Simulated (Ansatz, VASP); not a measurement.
## Cs2AgBiBr6: VASP beside Ansatz

```
Cs Ag Bi Br
1.0
     0.00000    5.79887    5.79887
     5.79887    0.00000    5.79887
     5.79887    5.79887    0.00000
Cs Ag Bi Br
2 1 1 6
Direct
  0.25000 0.25000 0.25000
  0.75000 0.75000 0.75000
  0.50000 0.50000 0.50000
  0.00000 0.00000 0.00000
  0.25034 0.74966 0.25034
  0.25034 0.74966 0.74966
  0.74966 0.25034 0.74966
  0.74966 0.25034 0.25034
  0.25034 0.25034 0.74966
  0.74966 0.74966 0.25034
```

Alike in both runs: functional PBE; k mesh 4 × 4 × 4; occupations gaussian, width 0.02 eV; no spin polarisation.

Ansatz relaxed the structure, and its values are those at the end. VASP's run is a single point on that final structure, the one shown.

```csv
,VASP,Ansatz
version,VASP 6.6.1,Ansatz 0.2.0
potentials or method,"VASP PAW PBE potentials, release 64 (Cs_sv, Ag, Bi_d, Br), cutoff 520 eV","scalar-relativistic, plane waves, PAW"
valence electrons in the cell,86,94
```

```csv
,VASP,Ansatz,Ansatz less VASP
gap on the k mesh at the Fermi level (eV),1.38,1.37,-0.004
least direct gap on the mesh (eV),2.34,2.34,-0.001
pressure (GPa),-0.6,-0.6,+0.01
rms of the force components (eV/Å),0.002,0.004,+0.0013
```

With one functional, cell and mesh, what is left measures potentials, basis and numerics. VASP's potentials hold 86 valence electrons a cell and Ansatz's 94, so a difference there can come from the potentials and not from the codes. Ansatz's warnings: stress scf threshold loose.

Neither program's run includes spin-orbit coupling.
